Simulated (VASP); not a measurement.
A run of VASP 6.6.1 is set up as follows.

POSCAR

```
BN
1.0
    0.0000000000      1.7586109700      1.8130010000
    1.7586109700      0.0000000000      1.8130010000
    1.7586109700      1.7586109700      0.0000000000
B N
1 1
Direct
    0.0000000000      0.0000000000      0.0000000000
    0.7500000000      0.7500000000      0.7500000000
```

INCAR.step1

```
SYSTEM = BN
PREC     = Accurate       ! precision mode
ENCUT    = 520            ! plane-wave cutoff, eV
ISMEAR   = 0              ! smearing method
SIGMA    = 0.05           ! smearing width, eV
LREAL    = .False.        ! projectors in reciprocal space
LASPH    = .True.         ! aspherical terms in the spheres
NELM     = 100            ! most SCF steps
NBANDS   = 11             ! bands
GGA      = PE             ! functional
ALGO     = Normal         ! electronic algorithm
EDIFF    = 1E-4           ! SCF threshold, eV
LWAVE    = .True.         ! write WAVECAR
LCHARG   = .False.        ! write CHGCAR
```

The input INCAR.step2:

```
SYSTEM = BN
PREC     = Accurate       ! precision mode
ENCUT    = 520            ! plane-wave cutoff, eV
EDIFF    = 1E-6           ! SCF threshold, eV
ISMEAR   = 0              ! smearing method
SIGMA    = 0.05           ! smearing width, eV
LREAL    = .False.        ! projectors in reciprocal space
LASPH    = .True.         ! aspherical terms in the spheres
NELM     = 100            ! most SCF steps
ALGO     = Normal         ! electronic algorithm
ISIF     = 2              ! what is computed and relaxed
LWAVE    = .False.        ! write WAVECAR
LCHARG   = .False.        ! write CHGCAR
METAGGA  = R2SCAN         ! meta-GGA
LMIXTAU  = .True.       
NBANDS   = 11             ! bands
ISTART   = 1
```

KPOINTS

```
Automatic mesh
0
Gamma
  12 12 12
  0 0 0
```

Potentials or basis: VASP PAW PBE potentials, release 64 (B, N).

Launch:

```console
$ cat potpaw_PBE.64/B/POTCAR potpaw_PBE.64/N/POTCAR > POTCAR
$ cp INCAR.step1 INCAR
$ mpirun -np 1 vasp_std > vasp.out
$ cp INCAR.step2 INCAR
$ mpirun -np 1 vasp_std > vasp.out
```

What does it give for the pressure?

21.6 GPa.

Estimate the band gap on the k mesh.

4.74 eV, indirect (least direct gap 9.60 eV).

Stress tensor (GPa, compression positive):
```
28.73  0.00  0.00
 0.00 28.73  0.00
 0.00  0.00  7.20
```

Caveat: the cell differs from its parent crystal (strain -0.030 along x and y, +0.000 along z); the PAW data sets were made with another functional, which shifts forces and pressure a little. A k mesh can miss the band edges.
